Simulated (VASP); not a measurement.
Write the native input for VASP 6.6.1 that does the following.

* Task: single point
* Functional: r2SCAN
* Potentials or basis: VASP PAW PBE potentials, release 64 (W_sv)
* Cutoff: 520 eV
* k mesh: 14 × 14 × 14
* Occupations: fermi-dirac, width 0.6 eV
* Spin: no spin polarisation
* Dipole correction: no
* Further INCAR settings: ALGO = Normal; EDIFF = 1e-07; NBANDS = 13

The system is W.

```
W
1.0
    -1.58480    1.58480    1.58480
     1.58480   -1.58480    1.58480
     1.58480    1.58480   -1.58480
W
1
Direct
  0.00000 0.00000 0.00000
```

The input as run:

POSCAR

```
W
1.0
   -1.5848038465      1.5848038465      1.5848038465
    1.5848038465     -1.5848038465      1.5848038465
    1.5848038465      1.5848038465     -1.5848038465
W
1
Direct
    0.0000000000      0.0000000000      0.0000000000
```

INCAR.step1

```
SYSTEM = W
  PREC = Accurate
  ENCUT = 520
  ISMEAR = -1
  SIGMA = 0.6
  LREAL = .False.
  LASPH = .True.
  NELM = 60
  NBANDS = 13
  GGA = PE
  ALGO = Normal
  EDIFF = 1E-4
  LWAVE = .True.
  LCHARG = .False.
```

INCAR.step2

```
SYSTEM = W
  PREC = Accurate
  ENCUT = 520
  EDIFF = 1E-7
  ISMEAR = -1
  SIGMA = 0.6
  LREAL = .False.
  LASPH = .True.
  NELM = 60
  ALGO = Normal
  ISIF = 2
  LWAVE = .False.
  LCHARG = .False.
  METAGGA = R2SCAN
  LMIXTAU = .True.
  NBANDS = 13
  ISTART = 1
```

KPOINTS

```
regular mesh
0
Gamma
  14 14 14
  0 0 0
```

Potentials or basis: VASP PAW PBE potentials, release 64 (W_sv).

Launch:

```console
$ cat potpaw_PBE.64/W_sv/POTCAR > POTCAR
$ cp INCAR.step1 INCAR
$ mpirun -np 1 vasp_std > vasp.out
$ cp INCAR.step2 INCAR
$ mpirun -np 1 vasp_std > vasp.out
```

Results of the run:

```
Pressure               : 4.4 GPa
Band gap on the k mesh : zero (bands 7 and 8 overlap by 6.59 eV)
```

Caveat: the cell stands under pressure; so wide a smearing shifts energies and pressures; the PAW data sets were made with another functional, which shifts forces and pressure a little; spin-orbit coupling is left out, which moves the levels of the heavy elements.

It took 67 s on 1 thread of Intel Xeon 8259CL, with other jobs on the host, peak memory 0.14 GiB.
